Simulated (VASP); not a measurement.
# As in VASP: further runs

The runs below take As through single point, with PBE.

All numbers are computed with VASP 6.6.1; they aren't measurements. Logs are shortened: lines on timing, memory, paths and dates and some standing lists are left out, and cuts for length are marked.

### 1 The cell of the first run

The cell holds a slab with vacuum, 2 atoms: a = 3.439 Å, b = 3.439 Å, c = 28.000 Å, α = 90.00°, β = 90.00°, γ = 120.00°.

### 2 Single point, PBE

Input file INCAR:

```
SYSTEM = As
ALGO     = Normal         ! electronic algorithm
DIPOL    = 0.5 0.5 0.500
EDIFF    = 1E-6           ! SCF threshold, eV
ENCUT    = 520            ! plane-wave cutoff, eV
GGA      = PE             ! functional
IDIPOL   = 3            
ISIF     = 2              ! what is computed and relaxed
ISMEAR   = 0              ! smearing method
LASPH    = .TRUE.         ! aspherical terms in the spheres
LCHARG   = .TRUE.         ! write CHGCAR
LDIPOL   = .TRUE.       
LELF     = .TRUE.         ! ELF
LREAL    = .FALSE.        ! projectors in reciprocal space
LVACPOTAV= .TRUE.       
LVHAR    = .TRUE.       
LWAVE    = .FALSE.        ! write WAVECAR
NBANDS   = 12             ! bands
NELM     = 60             ! most SCF steps
PREC     = Accurate       ! precision mode
SIGMA    = 0.02           ! smearing width, eV
```

Input file KPOINTS:

```
k-points
0
G
  9 9 1
  0 0 0
```

Input file POSCAR:

```
As
1.0
    3.4390000000      0.0000000000      0.0000000000
   -1.7195000000      2.9782613636      0.0000000000
    0.0000000000      0.0000000000     28.0000000000
As
2
Direct
    0.3333333333      0.6666666667      0.5266071429
    0.6666666667      0.3333333333      0.4733928571
```

Potentials or basis: VASP PAW PBE potentials, release 64 (As).

On the command line:

```console
> cat potpaw_PBE.64/As/POTCAR > POTCAR
> mpirun -np 1 vasp_std > vasp.out
```

OUTCAR:

```text
SYSTEM = As
   EDIFF = 1E-6
   ENCUT = 520
   GGA = PE
   ISIF = 2
   ISMEAR = 0
   LASPH = .TRUE.
   LREAL = .FALSE.
   NELM = 60
   PREC = Accurate

 ion  position               nearest neighbor table
   1  0.333  0.667  0.527-   2 2.48   2 2.48   2 2.48
   2  0.667  0.333  0.473-   1 2.48   1 2.48   1 2.48

  LATTYP: Found a hexagonal cell.
 ALAT       =     3.4390000000
 C/A-ratio  =     8.1419017156

  Lattice vectors:

 A1 = (   3.4390000000,   0.0000000000,   0.0000000000)
 A2 = (  -1.7195000000,   2.9782613636,   0.0000000000)
 A3 = (   0.0000000000,   0.0000000000,  28.0000000000)

Analysis of symmetry for initial positions (statically):
=====================================================================
 Subroutine PRICEL returns:
 Original cell was already a primitive cell.

 Routine SETGRP: Setting up the symmetry group for a
 hexagonal supercell.

 Subroutine GETGRP returns: Found 12 space group operations
 (whereof 12 operations were pure point group operations)
 out of a pool of 24 trial point group operations.

The static configuration has the point symmetry D_3d.

Analysis of symmetry for dynamics (positions and initial velocities):
=====================================================================
 Subroutine PRICEL returns:
 Original cell was already a primitive cell.

 Routine SETGRP: Setting up the symmetry group for a
 hexagonal supercell.

 Subroutine GETGRP returns: Found 12 space group operations
 (whereof 12 operations were pure point group operations)
 out of a pool of 24 trial point group operations.

The dynamic configuration has the point symmetry D_3d.

 Subroutine INISYM returns: Found 12 space group operations
 (whereof 12 operations are pure point group operations),
 and found     1 'primitive' translations

----------------------------------------------------------------------------------------

                                     Primitive cell

  volume of cell :     286.7827

  direct lattice vectors                    reciprocal lattice vectors
     3.439000000  0.000000000  0.000000000     0.290782204  0.167883184  0.000000000
    -1.719500000  2.978261364  0.000000000     0.000000000  0.335766368  0.000000000
     0.000000000  0.000000000 28.000000000     0.000000000  0.000000000  0.035714286

  length of vectors
     3.439000000  3.439000000 28.000000000     0.335766368  0.335766368  0.035714286

  position of ions in fractional coordinates (direct lattice)
     0.333333333  0.666666667  0.526607143
     0.666666667  0.333333333  0.473392857

  ion indices of the primitive-cell ions
   primitive index   ion index
                 1           1
                 2           2

----------------------------------------------------------------------------------------

 KPOINTS: k-points

Automatic generation of k-mesh.
 Grid dimensions read from file:
 generate k-points for:    9    9    1

 Generating k-lattice:

  Cartesian coordinates                     Fractional coordinates (reciprocal lattice)
     0.032309134  0.018653687  0.000000000     0.111111111  0.000000000  0.000000000
     0.000000000  0.037307374  0.000000000     0.000000000  0.111111111  0.000000000
     0.000000000  0.000000000  0.035714286     0.000000000  0.000000000  1.000000000

  Length of vectors
     0.037307374  0.037307374  0.035714286

  Shift w.r.t. Gamma in fractional coordinates (k-lattice)
     0.000000000  0.000000000  0.000000000

 Subroutine IBZKPT returns following result:
 ===========================================

 Found     12 irreducible k-points:

 Following reciprocal coordinates:
            Coordinates               Weight
  0.000000  0.000000  0.000000      1.000000
  0.111111  0.000000  0.000000      6.000000
  0.222222 -0.000000  0.000000      6.000000
  0.333333 -0.000000  0.000000      6.000000
  0.444444 -0.000000  0.000000      6.000000
  0.111111  0.111111  0.000000      6.000000
  0.222222  0.111111  0.000000     12.000000
  0.333333  0.111111  0.000000     12.000000
  0.444444  0.111111  0.000000      6.000000
  0.222222  0.222222  0.000000      6.000000
  0.333333  0.222222  0.000000     12.000000
  0.333333  0.333333  0.000000      2.000000
   k-points           NKPTS =     12   k-points in BZ     NKDIM =     12   number of bands    NBANDS=     12
   number of dos      NEDOS =    301   number of ions     NIONS =      2
   total plane-waves  NPLWV = 164640
   dimension x,y,z NGX =    28 NGY =   28 NGZ =  210
   dimension x,y,z NGXF=    56 NGYF=   56 NGZF=  420
   ions per type =               2
   NGX,Y,Z   is equivalent  to a cutoff of  13.54, 13.54, 12.47 a.u.
   NGXF,Y,Z  is equivalent  to a cutoff of  27.07, 27.07, 24.94 a.u.
 SYSTEM =  As
   PREC   = accura    normal or accurate (medium, high low for compatibility)
   ISTART =      0    job   : 0-new  1-cont  2-samecut
   ICHARG =      2    charge: 1-file 2-atom 10-const
   ISPIN  =      1    spin polarized calculation?
   LNONCOLLINEAR =      F non collinear calculations
   LSORBIT =      F    spin-orbit coupling
   LASPH  =      T    aspherical Exc in radial PAW
   ENCUT  =  520.0 eV  38.22 Ry    6.18 a.u.   6.39  6.39 52.06*2*pi/ulx,y,z
   NELM   =     60;   NELMIN=  2; NELMDL= -5     # of ELM steps
   EDIFF  = 0.1E-05   stopping-criterion for ELM
   LREAL  =      F    real-space projection
   EDIFFG = 0.1E-04   stopping-criterion for IOM
   NSW    =      0    number of steps for IOM
   IBRION =     -1    ionic relax: 0-MD 1-quasi-New 2-CG
   NFREE  =      0    steps in history (QN), initial steepest desc. (CG)
   ISIF   =      2    stress and relaxation
   ISYM   =      2    0-nonsym 1-usesym 2-fastsym
   POTIM  = 0.5000    time-step for ionic-motion
   TEBEG  =    0.0;   TEEND  =   0.0 temperature during run
   PSTRESS=    0.0 pullay stress
   NELECT =      10.0000    total number of electrons
   NUPDOWN=      -1.0000    fix difference up-down
   EMIN   =  10.00;   EMAX   =-10.00  energy-range for DOS
   EFERMI =   0.00;   METHOD = LEGACY
   ISMEAR =     0;   SIGMA  =   0.02  broadening in eV -4-tet -1-fermi 0-gaus
   EFERMI_NEDOS =   21; number of points for ismear=-14 and -15
   IALGO  =     38    algorithm
   IMIX   =      4    mixing-type and parameters
     AMIX     =   0.40;   BMIX     =  1.00
     AMIX_MAG =   1.60;   BMIX_MAG =  1.00
  volume/ion in A,a.u.               =     143.39       967.65
  Fermi-wavevector in a.u.,A,eV,Ry     =   0.534840  1.010701  3.891998  0.286054
  Thomas-Fermi vector in A             =   1.559430
   LORBIT       =      0    0 simple, 1 ext, 2 COOP (PROOUT), +10 PAW based schemes
   GGA     = PE    functional components
   LHFCALC =     F    Hartree Fock is set to
   AEXX    =    0.0000 exact exchange contribution
   IVDW    =     0    specifies the selected vdW correction
   LEPSILON=     F    determine dielectric tensor
   LRPA    =     F    only Hartree local field effects (RPA)
 non-spin polarized calculation
 Gauss-broadening in eV      SIGMA  =   0.02
  energy-cutoff  :      520.00
  volume of cell :      286.78
 maximum number of plane-waves:      7779
 NGX is ok and might be reduce to    28
   NGX = 13   NGY = 13   NGZ =105

 dipolmoment           0.000000      0.000000      0.000000 electrons x Angstroem

 number of electron      10.0000000 magnetization

 dipolmoment           0.000000      0.000000     -0.000000 electrons x Angstroem

 Free energy of the ion-electron system (eV)
  ---------------------------------------------------
  ext. energy  EPLUGINS =         0.00000000
  ---------------------------------------------------
  free energy    TOTEN  =        -9.20948383 eV

  energy without entropy =       -9.20948383  energy(sigma->0) =       -9.20948383

 E-fermi :  -2.8175     XC(G=0):  -1.9700

 val. band max:       -2.9721891928   @ k =   0.0000   0.0000   0.0000
 cond. band min:      -2.2341512734   @ k =   0.3333   0.3333   0.0000
 fundamental gap:      0.7380379194
 Fermi energy:        -2.8175068473

 k-point     1 :       0.0000    0.0000    0.0000
  band No.  band energies     occupation
      1     -17.6029      2.00000
      2     -11.4057      2.00000
      3      -4.9228      2.00000
      4      -2.9722      2.00000
      5      -2.9722      2.00000
      6      -0.7992      0.00000
      7       0.3314      0.00000
      8       0.3314      0.00000
      9       1.0292      0.00000
     10       1.1729      0.00000
     11       1.5653      0.00000
     12       1.8410      0.00000

 k-point     2 :       0.1111    0.0000    0.0000
  band No.  band energies     occupation
      1     -17.4176      2.00000
      2     -11.3203      2.00000
      3      -4.8032      2.00000
      4      -4.5199      2.00000
      5      -3.3934      2.00000
      6      -0.5281      0.00000
      7       0.3440      0.00000
      8       0.6697      0.00000
      9       1.3698      0.00000
     10       1.5162      0.00000
     11       1.7776      0.00000
     12       2.0888      0.00000

 k-point     3 :       0.2222   -0.0000    0.0000
  band No.  band energies     occupation
      1     -16.8709      2.00000
      2     -11.1937      2.00000
      3      -6.5567      2.00000
      4      -4.5548      2.00000
      5      -4.1583      2.00000
      6      -1.6331      0.00000
      7       0.8954      0.00000
      8       1.0366      0.00000
      9       1.7480      0.00000
     10       2.0975      0.00000
     11       2.4093      0.00000
     12       2.6511      0.00000

 k-point     4 :       0.3333   -0.0000    0.0000
  band No.  band energies     occupation
      1     -16.0047      2.00000
      2     -11.5538      2.00000
      3      -7.6715      2.00000
      4      -4.7909      2.00000
      5      -4.7221      2.00000
      6      -2.1770      0.00000
      7       0.1856      0.00000
      8       1.0322      0.00000
      9       2.4814      0.00000
     10       2.7694      0.00000
     11       3.3559      0.00000
     12       3.6464      0.00000

 k-point     5 :       0.4444   -0.0000    0.0000
  band No.  band energies     occupation
      1     -15.0194      2.00000
      2     -12.5581      2.00000
      3      -7.5716      2.00000
      4      -5.4944      2.00000
      5      -5.1314      2.00000
      6      -1.6984      0.00000
      7      -0.7617      0.00000
      8       0.9275      0.00000
      9       2.3863      0.00000
     10       3.8823      0.00000
     11       4.5640      0.00000
     12       4.9081      0.00000
[... 48 lines left out ...]
      1     -14.6500      2.00000
      2     -12.8338      2.00000
      3      -7.4943      2.00000
      4      -5.9022      2.00000
      5      -5.6311      2.00000
      6      -1.1851      0.00000
      7      -0.4347      0.00000
      8       0.4270      0.00000
      9       2.6252      0.00000
     10       4.8511      0.00000
     11       4.9650      0.00000
     12       5.4015      0.00000

 k-point    10 :       0.2222    0.2222    0.0000
  band No.  band energies     occupation
      1     -15.4970      2.00000
      2     -11.8189      2.00000
      3      -7.2232      2.00000
      4      -6.9720      2.00000
      5      -4.6699      2.00000
      6      -0.9651      0.00000
      7      -0.8162      0.00000
      8       1.5457      0.00000
      9       3.2294      0.00000
     10       3.5547      0.00000
     11       4.0194      0.00000
     12       4.3065      0.00000

 k-point    11 :       0.3333    0.2222    0.0000
  band No.  band energies     occupation
      1     -14.5006      2.00000
      2     -12.7450      2.00000
      3      -7.7971      2.00000
      4      -6.5856      2.00000
      5      -5.3627      2.00000
      6      -1.7235      0.00000
      7      -0.0749      0.00000
      8       1.0081      0.00000
      9       4.0625      0.00000
     10       4.5833      0.00000
     11       4.8670      0.00000
     12       5.3903      0.00000

 k-point    12 :       0.3333    0.3333    0.0000
  band No.  band energies     occupation
      1     -13.5676      2.00000
      2     -13.5676      2.00000
      3      -8.2425      2.00000
      4      -5.9479      2.00000
      5      -5.9479      2.00000
      6      -2.2342      0.00000
      7       0.6598      0.00000
      8       0.6598      0.00000
      9       4.3413      0.00000
     10       5.8282      0.00000
     11       5.8282      0.00000
     12       6.3298      0.00000

------------------------ aborting loop because EDIFF is reached ----------------------------------------

  FORCE on cell =-STRESS in cart. coord.  units (eV):
  Direction    XX          YY          ZZ          XY          YZ          ZX
  --------------------------------------------------------------------------------------
  -------------------------------------------------------------------------------------
  Total        1.9980386      1.9980386     -0.9457731      0.0000000      0.0000000      0.0000000
  in kB       11.1624990     11.1624990     -5.2837774      0.0000000      0.0000000      0.0000000
  external PRESSURE =       5.6804069 kB  Pullay stress =       0.0000000 kB

 VOLUME and BASIS-vectors are now :
 -----------------------------------------------------------------------------
  energy-cutoff  :      520.00
  volume of cell :      286.78
      direct lattice vectors                 reciprocal lattice vectors
     3.439000000  0.000000000  0.000000000     0.290782204  0.167883184  0.000000000
    -1.719500000  2.978261364  0.000000000     0.000000000  0.335766368  0.000000000
     0.000000000  0.000000000 28.000000000     0.000000000  0.000000000  0.035714286

 POSITION                                       TOTAL-FORCE (eV/Angst)
 -----------------------------------------------------------------------------------
     -0.00000      1.98551     14.74500         0.000000      0.000000     -0.633885
      1.71950      0.99275     13.25500        -0.000000      0.000000      0.633885
 -----------------------------------------------------------------------------------
    total drift:                               -0.000000      0.000000     -0.000000

  FREE ENERGIE OF THE ION-ELECTRON SYSTEM (eV)
  ---------------------------------------------------
  free  energy   TOTEN  =        -9.2094838296 eV

  energy  without entropy=       -9.2094838296  energy(sigma->0) =       -9.20948383

 vacuum level on the upper side and lower side of the slab         1.441         1.441
```

It took 77 s on 1 thread of Intel Xeon Platinum 8259CL at 2.50GHz (Skylake/Cascade Lake), shared host; peak memory 0.38 GiB.

Results:

```yaml
Free_energy: -9.2095 eV
Largest_force: 0.634 eV/Å
Band_gap_on_the_k_mesh: 0.74 eV (least direct gap 2.17 eV)
```

Forces in eV/Å, atoms in the order of the input:
```
As   0.000  0.000 -0.634
As   0.000  0.000  0.634
```

### 3 Single point, PBE

Input file INCAR:

```
SYSTEM = As
PREC     = Accurate       ! precision mode
ENCUT    = 520            ! plane-wave cutoff, eV
EDIFF    = 1E-6           ! SCF threshold, eV
ISMEAR   = 0              ! smearing method
SIGMA    = 0.02           ! smearing width, eV
LREAL    = .FALSE.        ! projectors in reciprocal space
LASPH    = .TRUE.         ! aspherical terms in the spheres
NELM     = 100            ! most SCF steps
ALGO     = Normal         ! electronic algorithm
ISIF     = 2              ! what is computed and relaxed
LWAVE    = .FALSE.        ! write WAVECAR
LCHARG   = .FALSE.        ! write CHGCAR
LDIPOL   = .TRUE.       
IDIPOL   = 3            
DIPOL    = 0.5 0.5 0.500
GGA      = PE             ! functional
NBANDS   = 12             ! bands
```

Input file KPOINTS:

```
Automatic mesh
0
G
  9 9 1
  0 0 0
```

Input file POSCAR:

```
As
1.0
    3.4390000000      0.0000000000      0.0000000000
   -1.7195000000      2.9782613636      0.0000000000
    0.0000000000      0.0000000000     28.0000000000
As
2
Direct
    0.3333333333      0.6666666667      0.5372500000
    0.6666666667      0.3333333333      0.4627500000
```

Potentials or basis: VASP PAW PBE potentials, release 64 (As).

On the command line:

```console
> cat potpaw_PBE.64/As/POTCAR > POTCAR
> mpirun -np 1 vasp_std > vasp.out
```

It took 74 s on 1 thread of Intel Xeon Platinum 8259CL at 2.50GHz (Skylake/Cascade Lake), shared host; peak memory 0.39 GiB.

The run converged. Its results:

| Property | Result |
| --- | --- |
| Free energy | -7.7655 eV |
| Largest force | 2.426 eV/Å |
| Band gap on the k mesh | zero (bands 5 and 6 overlap by 2.20 eV) |

Forces in eV/Å, atoms in the order of the input:
```
As   0.000  0.000 -2.426
As   0.000  0.000  2.426
```

Levels at points of the mesh, in eV from the Fermi level:
```
           k point  band 2  band 3  band 4  band 5  band 6  band 7  band 8  band 9
(0.00, 0.00, 0.00)   -9.87   -3.01    1.35    1.56    1.56    3.12    3.12    3.85
```
